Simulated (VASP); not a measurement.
Write the native input for VASP 6.6.1 that does the following.

```yaml
Task: relaxation of cell and atoms
Functional: PBE
Potentials_or_basis: VASP PAW PBE potentials, release 64 (Ru_pv)
Cutoff: 600 eV
k_mesh: 9 × 9 × 12
Occupations: fermi-dirac, width 0.05 eV
Spin: collinear spin, ferromagnetic start
Starting_moments: "[1.0, 1.0, 1.0] μB"
Dipole_correction: no
Further_INCAR_settings: ALGO = Normal; EDIFF = 1e-06; IBRION = 2; EDIFFG = -0.01; NSW = 80; ISIF = 3
```

The structure of Ru lies in POSCAR:

```
Ru
1.0
    4.2469224303      0.0000000000      0.0000000000
   -2.1234612151      3.6779427125      0.0000000000
    0.0000000000      0.0000000000      2.6033634498
Ru
3
Direct
    0.0000000000      0.0000000000      0.0000000000
    0.3333333333      0.6666666667      0.5000000000
    0.6666666667      0.3333333333      0.5000000000
```

This isn't the form of Ru at room conditions, which is hcp.

These files were run (other wordings do the same):

INCAR

```
PREC = Accurate
ENCUT = 600
EDIFF = 1E-6
ISMEAR = -1
SIGMA = 0.05
LREAL = F
LASPH = T
NELM = 150
ALGO = Normal
ISIF = 3
LWAVE = F
LCHARG = F
ISPIN = 2
MAGMOM = 1 1 1
LORBIT = 11
LMAXMIX = 4
GGA = PE
IBRION = 2
NSW = 80
EDIFFG = -0.01
```

KPOINTS

```
regular mesh
0
Gamma
  9 9 12
```

Potentials or basis: VASP PAW PBE potentials, release 64 (Ru_pv).

The run is started by

```console
$ cat potpaw_PBE.64/Ru_pv/POTCAR > POTCAR
$ mpirun -np 1 vasp_std > vasp.out
```

Results of the run:

```json
{
  "Relaxed volume": "14.10 Å³/atom",
  "Relaxed cell": "a = 4.268 Å, b = 4.268 Å, c = 2.681 Å, α = 90.00°, β = 90.00°, γ = 120.00°",
  "Space group after relaxing (to 0.1 Å)": "P6/mmm (No. 191)",
  "Energy gained by relaxing": "27.4 meV/atom",
  "Ionic steps": "7",
  "Pressure after relaxing": "0.1 GPa",
  "Band gap on the k mesh": "zero (filled and empty bands overlap)",
  "Net moment": "0.00 μB per cell",
  "Valence electrons inside the program's atomic spheres": "Ru 12.54, 12.68 (each value once)"
}
```

Wall time 27 min on 1 thread of Oxide Virtual Turin-like Processor (shared host), peak memory 0.28 GiB.
